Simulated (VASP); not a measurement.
Crystal: KI.

```
CELL_PARAMETERS angstrom
4.46319 0.00000 0.00000
0.00000 4.46319 0.00000
0.00000 0.00000 4.46319
ATOMIC_POSITIONS crystal
K 0.00000 0.00000 0.00000
I 0.50000 0.50000 0.50000
```

| Property | Result |
| --- | --- |
| Program | VASP 6.6.1 |
| Task | relaxation of cell and atoms |
| Functional | PBEsol |
| Potentials or basis | VASP PAW PBE potentials, release 64 (K_sv, I) |
| Cutoff | 600 eV |
| k mesh | 6 × 6 × 6 |
| Occupations | fermi-dirac, width 0.03 eV |
| Spin | no spin polarisation |

At the start: pressure -1.6 GPa; volume 44.45 Å³/atom.

Problem. How do energy, volume and symmetry change on relaxing?

Solution. Over 4 steps the energy falls by 37.7 meV/atom and the volume is 37.82 Å³/atom (-14.9 %); space group Pm-3m (No. 221, to 0.1 Å) before and after.

The path:
```
step  energy change (eV)  largest force (eV/Å)  pressure (GPa)  volume (Å³)
   1              0.0000                0.0000           -1.58        88.91
   2             -0.0469                0.0000           -1.10        83.38
   3             -0.0746                0.0000           -0.23        77.06
   4             -0.0755                0.0000            0.04        75.64
```

Final structure:
```
CELL_PARAMETERS angstrom
4.22909 0.00000 0.00000
0.00000 4.22909 0.00000
0.00000 0.00000 4.22909
ATOMIC_POSITIONS crystal
K 0.00000 0.00000 0.00000
I 0.50000 0.50000 0.50000
```

Caveat: the PAW data sets were made with another functional, which shifts forces and pressure a little.
